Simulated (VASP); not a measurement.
Wanted: the native input for a VASP 6.6.1 run.

```
Task                   : single point
Functional             : PBEsol
Dispersion             : D3(BJ)
Potentials or basis    : VASP PAW PBE potentials, release 64 (W_sv, Se)
Cutoff                 : 520 eV
k mesh                 : 12 × 12 × 2
Occupations            : gaussian, width 0.05 eV
Spin                   : no spin polarisation
Dipole correction      : no
Further INCAR settings : ALGO = Normal; EDIFF = 1e-07; NBANDS = 20
```

The structure of WSe2 lies in POSCAR:

```
WSe2
1.0
    3.4114494262      0.0000000000      0.0000000000
   -1.7057247131      2.9544018668      0.0000000000
    0.0000000000      0.0000000000     15.7574204158
W Se
1 2
Direct
    0.0000000000      0.0000000000      0.0000000000
    0.3333333333      0.6666666667      0.0997865200
    0.3333333333      0.6666666667      0.9002134800
```

This cell differs from its parent crystal: ratio of the length along z to the lengths across it x 0.92, volume and fractional coordinates fixed.

The input as run:

INCAR

```
ALGO = Normal
EDIFF = 1E-7
ENCUT = 520
GGA = PS
ISIF = 2
ISMEAR = 0
IVDW = 12
LASPH = T
LCHARG = F
LREAL = F
LWAVE = F
NBANDS = 20
NELM = 80
PREC = Accurate
SIGMA = 0.05
```

KPOINTS

```
k-points
0
Gamma
  12 12 2
```

Potentials or basis: VASP PAW PBE potentials, release 64 (W_sv, Se).

Command:

```bash
$ cat potpaw_PBE.64/W_sv/POTCAR potpaw_PBE.64/Se/POTCAR > POTCAR
$ mpirun -np 1 vasp_std > vasp.out
```

Results of the run:

| Item | Value |
| --- | --- |
| Largest force | 0.928 eV/Å |
| Band gap on the k mesh | 0.80 eV, indirect (least direct gap 1.11 eV) |
| Dispersion energy per atom | -0.268 eV |

Caveat: the PAW data sets were made with another functional, which shifts forces and pressure a little; spin-orbit coupling is left out, which moves the levels of the heavy elements.

It took 83 s on 1 thread of Intel(R) Xeon(R) 6975P-C (Granite Rapids) (shared host), peak memory 0.36 GiB.
